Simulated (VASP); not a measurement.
# CsHfS2 (P-6m2) in VASP: notebook

The runs below take CsHfS2 through single point, relaxation of cell and atoms, with PBE.

Program: VASP 6.6.1. These are calculated values, not measurements. Logs are shortened: lines on timing, memory, paths and dates and some standing lists are left out, and cuts for length are marked.

## (1) The cell of the first run

The structure is hexagonal, space group P-6m2 (No. 187). Conventional cell: a = 3.682 Å, b = 3.682 Å, c = 8.442 Å, α = 90.00°, β = 90.00°, γ = 120.00°. Cs (site symmetry -6m2) has 6 S at 3.42 Å and 6 Cs at 3.68 Å and 2 Hf at 4.22 Å within 4.5 Å. Within 3.5 Å of Hf (site symmetry -6m2) lie 6 S at 2.63 Å. S (site symmetry 3m) has 3 Hf at 2.63 Å and 1 S at 3.09 Å and 3 Cs at 3.42 Å within 3.5 Å.

## (2) Single point, PBE

The input, INCAR:

```
PREC = Accurate ; ENCUT = 520
EDIFF = 1E-6 ; ISMEAR = 0
SIGMA = 0.1 ; LREAL = False
LASPH = True ; NELM = 60
ALGO = Normal ; ISIF = 2
LWAVE = False ; LCHARG = False
GGA = PE ; NBANDS = 24
```

The input, KPOINTS:

```
Automatic mesh
0
Gamma
  6 6 2
```

The input, POSCAR:

```
CsHfS2
1.0
    3.6816110000      0.0000000000      0.0000000000
   -1.8408055000      3.1883687000      0.0000000000
    0.0000000000      0.0000000000      8.4422940000
Cs Hf S
1 1 2
Direct
    0.6666667000      0.3333333000      0.5000000000
    0.6666667000      0.3333333000      0.0000000000
    0.0000000000      0.0000000000      0.1831740000
    0.0000000000      0.0000000000      0.8168260000
```

Potentials or basis: VASP PAW PBE potentials, release 64 (Cs_sv, Hf_pv, S).

Launch:

```bash
cat potpaw_PBE.64/Cs_sv/POTCAR potpaw_PBE.64/Hf_pv/POTCAR potpaw_PBE.64/S/POTCAR > POTCAR
mpirun -np 1 vasp_std > vasp.out
```

OUTCAR:

```text
PREC = Accurate
   ENCUT = 520
   EDIFF = 1E-6
   ISMEAR = 0
   LREAL = False
   LASPH = True
   NELM = 60
   ISIF = 2
   GGA = PE

 ion  position               nearest neighbor table
   1  0.667  0.333  0.500-
   2  0.667  0.333  0.000-   3 2.63   4 2.63   3 2.63   4 2.63   3 2.63   4 2.63
   3  0.000  0.000  0.183-   2 2.63   2 2.63   2 2.63
   4  0.000  0.000  0.817-   2 2.63   2 2.63   2 2.63

  LATTYP: Found a hexagonal cell.
 ALAT       =     3.6816110000
 C/A-ratio  =     2.2930977770

  Lattice vectors:

 A1 = (   3.6816110000,   0.0000000000,   0.0000000000)
 A2 = (  -1.8408055000,   3.1883687000,   0.0000000000)
 A3 = (   0.0000000000,   0.0000000000,   8.4422940000)

Analysis of symmetry for initial positions (statically):
=====================================================================
 Subroutine PRICEL returns:
 Original cell was already a primitive cell.

 Routine SETGRP: Setting up the symmetry group for a
 hexagonal supercell.

 Subroutine GETGRP returns: Found 12 space group operations
 (whereof 12 operations were pure point group operations)
 out of a pool of 24 trial point group operations.

The static configuration has the point symmetry D_3h.

Analysis of symmetry for dynamics (positions and initial velocities):
=====================================================================
 Subroutine PRICEL returns:
 Original cell was already a primitive cell.

 Routine SETGRP: Setting up the symmetry group for a
 hexagonal supercell.

 Subroutine GETGRP returns: Found 12 space group operations
 (whereof 12 operations were pure point group operations)
 out of a pool of 24 trial point group operations.

The dynamic configuration has the point symmetry D_3h.

 Subroutine INISYM returns: Found 12 space group operations
 (whereof 12 operations are pure point group operations),
 and found     1 'primitive' translations

----------------------------------------------------------------------------------------

                                     Primitive cell

  volume of cell :      99.0985

  direct lattice vectors                    reciprocal lattice vectors
     3.681611000  0.000000000  0.000000000     0.271620223  0.156820006  0.000000000
    -1.840805500  3.188368700  0.000000000     0.000000000  0.313640013  0.000000000
     0.000000000  0.000000000  8.442294000     0.000000000  0.000000000  0.118451217

  length of vectors
     3.681611000  3.681611041  8.442294000     0.313640016  0.313640013  0.118451217

  position of ions in fractional coordinates (direct lattice)
     0.666666700  0.333333300  0.500000000
     0.666666700  0.333333300  0.000000000
     0.000000000  0.000000000  0.183174000
     0.000000000  0.000000000  0.816826000

  ion indices of the primitive-cell ions
   primitive index   ion index
                 1           1
                 2           2
                 3           3
                 4           4

----------------------------------------------------------------------------------------

 KPOINTS: Automatic mesh

Automatic generation of k-mesh.
 Grid dimensions read from file:
 generate k-points for:    6    6    2

 Generating k-lattice:

  Cartesian coordinates                     Fractional coordinates (reciprocal lattice)
     0.045270037  0.026136668  0.000000000     0.166666667 -0.000000000  0.000000000
     0.000000000  0.052273335  0.000000000     0.000000000  0.166666667  0.000000000
     0.000000000  0.000000000  0.059225609     0.000000000  0.000000000  0.500000000

  Length of vectors
     0.052273336  0.052273335  0.059225609

  Shift w.r.t. Gamma in fractional coordinates (k-lattice)
     0.000000000  0.000000000  0.000000000

 Subroutine IBZKPT returns following result:
 ===========================================

 Found     14 irreducible k-points:

 Following reciprocal coordinates:
            Coordinates               Weight
  0.000000  0.000000  0.000000      1.000000
  0.166667  0.000000  0.000000      6.000000
  0.333333  0.000000  0.000000      6.000000
  0.500000  0.000000  0.000000      3.000000
  0.166667  0.166667  0.000000      6.000000
  0.333333  0.166667  0.000000     12.000000
  0.333333  0.333333  0.000000      2.000000
  0.000000  0.000000  0.500000      1.000000
  0.166667  0.000000  0.500000      6.000000
  0.333333  0.000000  0.500000      6.000000
  0.500000  0.000000  0.500000      3.000000
  0.166667  0.166667  0.500000      6.000000
  0.333333  0.166667  0.500000     12.000000
  0.333333  0.333333  0.500000      2.000000
   k-points           NKPTS =     14   k-points in BZ     NKDIM =     14   number of bands    NBANDS=     24
   number of dos      NEDOS =    301   number of ions     NIONS =      4
   total plane-waves  NPLWV =  50176
   dimension x,y,z NGX =    28 NGY =   28 NGZ =   64
   dimension x,y,z NGXF=    56 NGYF=   56 NGZF=  128
   ions per type =               1   1   2
   NGX,Y,Z   is equivalent  to a cutoff of  12.64, 12.64, 12.60 a.u.
   NGXF,Y,Z  is equivalent  to a cutoff of  25.29, 25.29, 25.21 a.u.
 SYSTEM =  unknown system
   PREC   = accura    normal or accurate (medium, high low for compatibility)
   ISTART =      0    job   : 0-new  1-cont  2-samecut
   ICHARG =      2    charge: 1-file 2-atom 10-const
   ISPIN  =      1    spin polarized calculation?
   LNONCOLLINEAR =      F non collinear calculations
   LSORBIT =      F    spin-orbit coupling
   LASPH  =      T    aspherical Exc in radial PAW
   ENCUT  =  520.0 eV  38.22 Ry    6.18 a.u.   6.85  6.85 15.70*2*pi/ulx,y,z
   NELM   =     60;   NELMIN=  2; NELMDL= -5     # of ELM steps
   EDIFF  = 0.1E-05   stopping-criterion for ELM
   LREAL  =      F    real-space projection
   EDIFFG = 0.1E-04   stopping-criterion for IOM
   NSW    =      0    number of steps for IOM
   IBRION =     -1    ionic relax: 0-MD 1-quasi-New 2-CG
   NFREE  =      0    steps in history (QN), initial steepest desc. (CG)
   ISIF   =      2    stress and relaxation
   ISYM   =      2    0-nonsym 1-usesym 2-fastsym
   POTIM  = 0.5000    time-step for ionic-motion
   TEBEG  =    0.0;   TEEND  =   0.0 temperature during run
   PSTRESS=    0.0 pullay stress
   NELECT =      31.0000    total number of electrons
   NUPDOWN=      -1.0000    fix difference up-down
   EMIN   =  10.00;   EMAX   =-10.00  energy-range for DOS
   EFERMI =   0.00;   METHOD = LEGACY
   ISMEAR =     0;   SIGMA  =   0.10  broadening in eV -4-tet -1-fermi 0-gaus
   EFERMI_NEDOS =   21; number of points for ismear=-14 and -15
   IALGO  =     38    algorithm
   IMIX   =      4    mixing-type and parameters
     AMIX     =   0.40;   BMIX     =  1.00
     AMIX_MAG =   1.60;   BMIX_MAG =  1.00
  volume/ion in A,a.u.               =      24.77       167.19
  Fermi-wavevector in a.u.,A,eV,Ry     =   1.111322  2.100093 16.803681  1.235036
  Thomas-Fermi vector in A             =   2.247883
   LORBIT       =      0    0 simple, 1 ext, 2 COOP (PROOUT), +10 PAW based schemes
   GGA     = PE    functional components
   LHFCALC =     F    Hartree Fock is set to
   AEXX    =    0.0000 exact exchange contribution
   IVDW    =     0    specifies the selected vdW correction
   LEPSILON=     F    determine dielectric tensor
   LRPA    =     F    only Hartree local field effects (RPA)
 non-spin polarized calculation
 Gauss-broadening in eV      SIGMA  =   0.10
  energy-cutoff  :      520.00
  volume of cell :       99.10
 maximum number of plane-waves:      2685
 NGX is ok and might be reduce to    28
   NGX = 13   NGY = 13   NGZ = 31

 number of electron      30.9999995 magnetization

 Free energy of the ion-electron system (eV)
  ---------------------------------------------------
  ext. energy  EPLUGINS =         0.00000000
  ---------------------------------------------------
  free energy    TOTEN  =       -24.29851236 eV

  energy without entropy =      -24.27131427  energy(sigma->0) =      -24.28491331

 E-fermi :   5.2684     XC(G=0):  -9.7855

 val. band max:        5.2608155242   @ k =   0.1667   0.1667   0.0000
 cond. band min:       5.2738279156   @ k =   0.3333   0.1667   0.5000
 fundamental gap:      0.0130123914
 Fermi energy:         5.2684320818

 k-point     1 :       0.0000    0.0000    0.0000
  band No.  band energies     occupation
      1     -26.1714      2.00000
      2     -26.0999      2.00000
      3     -26.0999      2.00000
      4     -18.5222      2.00000
      5      -8.8625      2.00000
      6      -8.0141      2.00000
[... 16 lines left out ...]
     23       9.2691      0.00000
     24       9.2691      0.00000

 k-point     2 :       0.1667    0.0000    0.0000
  band No.  band energies     occupation
      1     -26.1637      2.00000
      2     -26.1397      2.00000
      3     -26.1090      2.00000
      4     -18.4156      2.00000
      5      -8.6466      2.00000
      6      -7.8925      2.00000
[... 16 lines left out ...]
     23       8.9096      0.00000
     24      10.0120      0.00000

 k-point     3 :       0.3333    0.0000    0.0000
  band No.  band energies     occupation
      1     -26.2182      2.00000
      2     -26.1484      2.00000
      3     -26.1271      2.00000
      4     -18.1887      2.00000
      5      -8.2054      2.00000
      6      -7.6225      2.00000
[... 16 lines left out ...]
     23       9.9667      0.00000
     24      10.6646      0.00000

 k-point     4 :       0.5000    0.0000    0.0000
  band No.  band energies     occupation
      1     -26.2569      2.00000
      2     -26.1407      2.00000
      3     -26.1362      2.00000
      4     -18.0672      2.00000
      5      -8.0050      2.00000
      6      -7.4700      2.00000
[... 16 lines left out ...]
     23       9.4244      0.00000
     24      11.0431      0.00000

 k-point     5 :       0.1667    0.1667    0.0000
  band No.  band energies     occupation
      1     -26.1915      2.00000
      2     -26.1522      2.00000
      3     -26.1299      2.00000
      4     -18.2475      2.00000
      5      -8.3135      2.00000
      6      -7.6942      2.00000
[... 16 lines left out ...]
     23      10.0173      0.00000
     24      10.3918      0.00000

 k-point     6 :       0.3333    0.1667    0.0000
  band No.  band energies     occupation
      1     -26.2376      2.00000
      2     -26.1559      2.00000
      3     -26.1407      2.00000
      4     -18.0684      2.00000
      5      -7.9848      2.00000
      6      -7.4713      2.00000
[... 16 lines left out ...]
     23      10.2586      0.00000
     24      10.6246      0.00000

 k-point     7 :       0.3333    0.3333    0.0000
  band No.  band energies     occupation
      1     -26.2216      2.00000
      2     -26.1961      2.00000
      3     -26.1369      2.00000
      4     -18.0069      2.00000
      5      -7.8605      2.00000
      6      -7.3912      2.00000
[... 16 lines left out ...]
     23      10.2950      0.00000
     24      11.1753      0.00000

 k-point     8 :       0.0000    0.0000    0.5000
  band No.  band energies     occupation
      1     -26.1714      2.00000
      2     -26.0999      2.00000
      3     -26.0999      2.00000
      4     -18.5218      2.00000
      5      -9.0187      2.00000
      6      -7.6964      2.00000
[... 16 lines left out ...]
     23       9.3038      0.00000
     24       9.3038      0.00000

 k-point     9 :       0.1667    0.0000    0.5000
  band No.  band energies     occupation
      1     -26.1638      2.00000
      2     -26.1397      2.00000
      3     -26.1090      2.00000
      4     -18.4153      2.00000
      5      -8.7770      2.00000
      6      -7.6550      2.00000
[... 16 lines left out ...]
     23       9.1759      0.00000
     24      10.1723      0.00000

 k-point    10 :       0.3333    0.0000    0.5000
  band No.  band energies     occupation
      1     -26.2182      2.00000
      2     -26.1484      2.00000
      3     -26.1271      2.00000
      4     -18.1885      2.00000
      5      -8.2319      2.00000
      6      -7.6124      2.00000
[... 16 lines left out ...]
     23      10.4521      0.00000
     24      11.1760      0.00000

 k-point    11 :       0.5000    0.0000    0.5000
  band No.  band energies     occupation
      1     -26.2568      2.00000
      2     -26.1407      2.00000
      3     -26.1361      2.00000
      4     -18.0671      2.00000
      5      -7.9132      2.00000
      6      -7.6492      2.00000
[... 16 lines left out ...]
     23      10.2782      0.00000
     24      10.8084      0.00000

 k-point    12 :       0.1667    0.1667    0.5000
  band No.  band energies     occupation
      1     -26.1915      2.00000
      2     -26.1522      2.00000
      3     -26.1299      2.00000
      4     -18.2473      2.00000
      5      -8.3793      2.00000
      6      -7.6064      2.00000
[... 16 lines left out ...]
     23       9.5013      0.00000
     24      10.4941      0.00000

 k-point    13 :       0.3333    0.1667    0.5000
  band No.  band energies     occupation
      1     -26.2376      2.00000
      2     -26.1559      2.00000
      3     -26.1407      2.00000
      4     -18.0682      2.00000
      5      -7.9219      2.00000
      6      -7.5932      2.00000
[... 16 lines left out ...]
     23       9.9340      0.00000
     24      10.5910      0.00000

 k-point    14 :       0.3333    0.3333    0.5000
  band No.  band energies     occupation
      1     -26.2216      2.00000
      2     -26.1961      2.00000
      3     -26.1369      2.00000
      4     -18.0068      2.00000
      5      -7.7592      2.00000
      6      -7.5451      2.00000
[... 16 lines left out ...]
     23      10.1881      0.00000
     24      10.6261      0.00000

------------------------ aborting loop because EDIFF is reached ----------------------------------------

  FORCE on cell =-STRESS in cart. coord.  units (eV):
  Direction    XX          YY          ZZ          XY          YZ          ZX
  --------------------------------------------------------------------------------------
  -------------------------------------------------------------------------------------
  Total       -0.1003901     -0.1003901     -0.1271440      0.0000000      0.0000000      0.0000000
  in kB       -1.6230605     -1.6230606     -2.0556037      0.0000000      0.0000000      0.0000000
  external PRESSURE =      -1.7672416 kB  Pullay stress =       0.0000000 kB

 VOLUME and BASIS-vectors are now :
 -----------------------------------------------------------------------------
  energy-cutoff  :      520.00
  volume of cell :       99.10
      direct lattice vectors                 reciprocal lattice vectors
     3.681611000  0.000000000  0.000000000     0.271620223  0.156820006  0.000000000
    -1.840805500  3.188368700  0.000000000     0.000000000  0.313640013  0.000000000
     0.000000000  0.000000000  8.442294000     0.000000000  0.000000000  0.118451217

 POSITION                                       TOTAL-FORCE (eV/Angst)
 -----------------------------------------------------------------------------------
      1.84081      1.06279      4.22115        -0.000000      0.000000      0.000000
      1.84081      1.06279      0.00000        -0.000000      0.000000      0.000000
      0.00000      0.00000      1.54641         0.000000      0.000000     -0.062502
      0.00000      0.00000      6.89589         0.000000      0.000000      0.062502
 -----------------------------------------------------------------------------------
    total drift:                               -0.000149      0.000086      0.000000

  FREE ENERGIE OF THE ION-ELECTRON SYSTEM (eV)
  ---------------------------------------------------
  free  energy   TOTEN  =       -24.2985123574 eV

  energy  without entropy=      -24.2713142710  energy(sigma->0) =      -24.28491331
```

Run time: 16 s. Hardware: 1 thread of Intel Xeon 6975P-C (Granite Rapids), shared host; peak memory 0.22 GiB.

What came out:

- Free energy: -24.2985 eV
- Pressure: -0.2 GPa
- Largest force: 0.063 eV/Å
- Band gap on the k mesh: zero (an odd number of electrons rules out a gap without spin polarisation)

Forces in eV/Å, atoms in the order of the input:
```
Cs   0.000  0.000  0.000
Hf   0.000  0.000  0.000
S    0.000  0.000 -0.063
S    0.000  0.000  0.063
```

Caveat: the k points lie up to 0.37 Å⁻¹ apart, too coarse for converged energies and pressures of a metal; spin-orbit coupling is left out, which moves the levels of the heavy elements.

[end of part 1 of 2]
